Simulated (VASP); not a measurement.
## SiC: single point with r2SCAN

The system is SiC.

```
Si C
1.0
     2.82918    0.00000    0.00000
    -1.41459    2.45014    0.00000
     0.00000    0.00000    5.45202
Si C
2 2
Direct
  0.33333 0.66667 0.00460
  0.66667 0.33333 0.50460
  0.33333 0.66667 0.38040
  0.66667 0.33333 0.88040
```

This cell differs from its parent crystal: strain -0.080 along x and y, +0.080 along z.

```yaml
Program: VASP 6.6.1
Task: single point
Functional: r2SCAN
Potentials_or_basis: VASP PAW PBE potentials, release 64 (Si, C)
Cutoff: 520 eV
k_mesh: 12 × 12 × 6
Occupations: gaussian, width 0.05 eV
Spin: no spin polarisation
```

```json
{
  "Pressure": "33.5 GPa",
  "Largest force": "1.179 eV/Å",
  "Band gap on the k mesh": "1.74 eV (least direct gap 2.95 eV)"
}
```

Forces on the atoms (eV/Å):
```
Si   0.000  0.000  1.179
Si   0.000  0.000  1.179
C    0.000  0.000 -1.179
C    0.000  0.000 -1.179
```

Stress tensor (GPa, compression positive):
```
 68.61   0.00   0.00
  0.00  68.61   0.00
  0.00   0.00 -36.67
```

Levels at points of the mesh, in eV from the valence-band top:
| k point | band 4 | band 5 | band 6 | band 7 | band 8 | band 9 | band 10 | band 11 | band 12 | band 13 |
| --- | --- | --- | --- | --- | --- | --- | --- | --- | --- | --- |
| (0.00, 0.00, 0.00) | -1.59 | -0.71 | -0.71 | 0.00 | 0.00 | 2.95 | 8.61 | 9.05 | 9.05 | 10.56 |
| (0.50, 0.00, 0.00) | -8.09 | -5.94 | -3.80 | -3.11 | -1.74 | 3.36 | 4.30 | 7.13 | 8.41 | 8.57 |
| (0.00, 0.00, 0.50) | -6.52 | -0.37 | -0.37 | -0.37 | -0.37 | 7.71 | 7.71 | 9.53 | 9.53 | 9.53 |
| (0.50, 0.00, 0.50) | -9.34 | -3.48 | -3.48 | -2.51 | -2.51 | 2.53 | 2.53 | 5.93 | 5.93 | 11.23 |

Wall time 67 s on 1 thread of Intel(R) Xeon(R) 6975P-C (Granite Rapids), with other jobs on the host, peak memory 0.18 GiB.

Caveat: the cell differs from its parent crystal (strain -0.080 along x and y, +0.080 along z); the stress differs along the axes, from -37 to 69 GPa; the PAW data sets were made with another functional, which shifts forces and pressure a little. A k mesh can miss the band edges.
